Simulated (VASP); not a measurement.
Set up this calculation in VASP 6.6.1, as the native input.

* Task: single point
* Functional: PBE
* Potentials or basis: VASP PAW PBE potentials, release 64 (Ta_pv)
* Cutoff: 520 eV
* k mesh: 2 × 2 × 2
* Occupations: methfessel-paxton, width 0.1 eV
* Spin: no spin polarisation
* Dipole correction: no
* Further INCAR settings: LREAL = Auto; ALGO = Normal; EDIFF = 1e-07; NBANDS = 198

The structure of Ta lies in POSCAR:

```
Ta
1.0
    0.0000000000      6.6414755518      6.6414755518
    6.6414755518      0.0000000000      6.6414755518
    6.6414755518      6.6414755518      0.0000000000
Ta
32
Direct
    0.0000000000      0.0000000000      0.0000000000
    0.1250000000      0.1250000000      0.1250000000
    0.2500000000      0.2500000000      0.2500000000
    0.3750000000      0.3750000000      0.3750000000
    0.0000000000      0.0000000000      0.5000000000
    0.1250000000      0.1250000000      0.6250000000
    0.2500000000      0.2500000000      0.7500000000
    0.3750000000      0.3750000000      0.8750000000
    0.0000000000      0.5000000000      0.0000000000
    0.1250000000      0.6250000000      0.1250000000
    0.2500000000      0.7500000000      0.2500000000
    0.3750000000      0.8750000000      0.3750000000
    0.0000000000      0.5000000000      0.5000000000
    0.1250000000      0.6250000000      0.6250000000
    0.2500000000      0.7500000000      0.7500000000
    0.3750000000      0.8750000000      0.8750000000
    0.5000000000      0.0000000000      0.0000000000
    0.6250000000      0.1250000000      0.1250000000
    0.7500000000      0.2500000000      0.2500000000
    0.8750000000      0.3750000000      0.3750000000
    0.5000000000      0.0000000000      0.5000000000
    0.6250000000      0.1250000000      0.6250000000
    0.7500000000      0.2500000000      0.7500000000
    0.8750000000      0.3750000000      0.8750000000
    0.5000000000      0.5000000000      0.0000000000
    0.6250000000      0.6250000000      0.1250000000
    0.7500000000      0.7500000000      0.2500000000
    0.8750000000      0.8750000000      0.3750000000
    0.5000000000      0.5000000000      0.5000000000
    0.6250000000      0.6250000000      0.6250000000
    0.7500000000      0.7500000000      0.7500000000
    0.8750000000      0.8750000000      0.8750000000
```

The input as run:

INCAR

```
  PREC = Accurate
  ENCUT = 520
  EDIFF = 1E-7
  ISMEAR = 1
  SIGMA = 0.1
  LREAL = Auto
  LASPH = T
  NELM = 100
  ALGO = Normal
  ISIF = 2
  LWAVE = F
  LCHARG = F
  GGA = PE
  NBANDS = 198
```

KPOINTS

```
Automatic mesh
0
Gamma
  2 2 2
```

Potentials or basis: VASP PAW PBE potentials, release 64 (Ta_pv).

The run is started by

```sh
$ cat potpaw_PBE.64/Ta_pv/POTCAR > POTCAR
$ mpirun -np 1 vasp_std > vasp.out
```

Results of the run:

- Pressure: -0.6 GPa
- Band gap on the k mesh: zero (band 176 reaches 5.32 eV, above the bottom of band 177 at 4.47 eV)

Caveat: the k points lie up to 0.41 Å⁻¹ apart; spin-orbit coupling is left out, which moves the levels of the heavy elements.

Wall time 15 min on 1 thread of Intel(R) Xeon(R) Platinum 8488C (Sapphire Rapids), with other jobs on the host, peak memory 0.79 GiB.
